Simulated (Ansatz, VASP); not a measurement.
# One calculation of Se, two programs

```
Se
1.0
     4.11515    0.00000    0.00000
     0.00000    8.23624    0.00000
     0.00000    0.00000    2.70640
Se
4
Direct
  0.68233 0.38086 0.50008
  0.81767 0.88086 0.49992
  0.31767 0.61914 0.50008
  0.18233 0.11914 0.49992
```

Alike in both runs: functional PBEsol; k mesh 10 × 6 × 16; occupations gaussian, width 0.1 eV; no spin polarisation.

Ansatz relaxed the structure, and its values are those at the end. VASP's run is a single point on that final structure, the one shown.

|  | VASP | Ansatz |
| --- | --- | --- |
| version | VASP 6.6.1 | Ansatz 0.2.0 |
| potentials or method | VASP PAW PBE potentials, release 64 (Se), cutoff 520 eV | scalar-relativistic, plane waves, PAW |
| valence electrons in the cell | 24 | 64 |

Ansatz gave:

```
gap on the k mesh at the Fermi level (eV) : none
pressure (GPa)                            : 0.0
rms of the force components (eV/Å)        : 0.002
```

Question: Which values does VASP return?

Answer: gap on the k mesh at the Fermi level (eV): none; pressure (GPa): 0.1; rms of the force components (eV/Å): 0.012.

VASP's potentials were made for PBE, not for PBEsol. A gap of «none» marks a metal or a gap that the smearing closes. With one functional, cell and mesh, what is left measures potentials, basis and numerics. VASP's potentials hold 24 valence electrons a cell and Ansatz's 64, so a difference there can come from the potentials and not from the codes.
